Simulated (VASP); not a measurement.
AlC2:

```xyz
6
Lattice="-2.6388 2.6388 2.1965 2.6388 -2.6388 2.1965 2.6388 2.6388 -2.1965" Properties=species:S:1:pos:R:3 pbc="T T T"
Al    0.0000    0.0000    1.0983
Al    0.0000    0.0000    3.2948
C     0.8814    3.5201    0.0000
C     1.7574    0.8814    0.0000
C     1.7574   -0.8814    2.1965
C     0.8814    1.7574    2.1965
```

```yaml
Program: VASP 6.6.1
Task: relaxation of cell and atoms
Functional: PBE
Potentials_or_basis: VASP PAW PBE potentials, release 64 (Al, C)
Cutoff: 600 eV
k_mesh: 6 × 6 × 6
Occupations: gaussian, width 0.1 eV
Spin: no spin polarisation
```

At the start: pressure -5.8 GPa; volume 10.20 Å³/atom.

Question: How do energy, volume and symmetry change on relaxing?

Answer: Over 38 steps the energy falls by 976.3 meV/atom and the volume is 8.43 Å³/atom (-17.3 %); space group I4/mcm (No. 140, to 0.1 Å) before, P4/mmm (No. 123, to 0.1 Å).

Step by step:
```
step  energy change (eV)  largest force (eV/Å)  pressure (GPa)  volume (Å³)
   1              0.0000                0.3078           -5.85        61.18
   2             -1.9082                0.6085           -1.80        57.32
   3             -2.9086                0.8175            6.12        53.39
   4             -3.3300                0.4757           41.40        44.04
   5             -3.8970                0.5311           19.16        48.59
   6             -3.8940                0.2153           25.10        47.11
   7             -3.1450                0.1980          -18.61        57.52
   8             -4.2705                0.2184            4.07        50.70
   9             -4.2707                0.2106            4.57        50.60
  10             -4.3165                0.2350           -0.65        52.29
  11             -4.3184                0.2293            0.17        52.00
  12             -4.3379                0.4440           -0.87        52.25
  13             -4.4585                1.0022           -3.71        53.01
  14             -4.7857                1.2224           -9.87        54.54
  15             -5.1210                0.7259          -20.97        57.67
  16             -5.1202                0.8007          -20.08        57.37
  17             -5.1209                0.7982          -20.10        57.38
  18             -5.1227                0.7903          -20.18        57.40
  19             -5.1262                0.7743          -20.33        57.44
  20             -5.1323                0.7422          -20.62        57.53
  21             -5.1409                0.6756          -21.20        57.71
  22             -5.1432                0.5342          -22.29        58.06
  23             -5.1447                0.5930          -21.85        57.91
  24             -5.1553                0.5881          -21.74        57.86
  25             -5.1867                0.5732          -21.41        57.70
  26             -5.2475                0.5429          -20.73        57.37
  27             -5.3613                0.4798          -19.28        56.73
  28             -5.5558                0.3449          -16.07        55.47
  29             -5.7979                0.0430           -8.22        52.98
  30             -5.5865                0.6366           13.99        48.24
  31             -5.8392                0.1254           -3.06        51.66
  32             -5.8395                0.1424           -2.56        51.54
  33             -5.8441                0.1314           -2.25        51.42
  34             -5.8540                0.0974           -1.27        51.07
  35             -5.8533                0.0237            0.85        50.36
  36             -5.8570                0.0631           -0.26        50.73
  37             -5.8577                0.0533            0.04        50.67
  38             -5.8580                0.0397            0.47        50.59
```

Final structure:
```xyz
6
Lattice="-2.0255 2.0255 3.0828 2.0255 -2.0255 3.0828 2.0255 2.0255 -3.0828" Properties=species:S:1:pos:R:3 pbc="T T T"
Al    0.0000    0.0000    1.5414
Al    0.0000    0.0000    4.6241
C    -1.0087    1.0168    3.0828
C     1.0087    1.0168    0.0000
C     3.0342    1.0087    0.0000
C     1.0168    1.0087    3.0828
```

Caveat: the volume moved by over 15 % at a fixed basis, so the end points are rough.
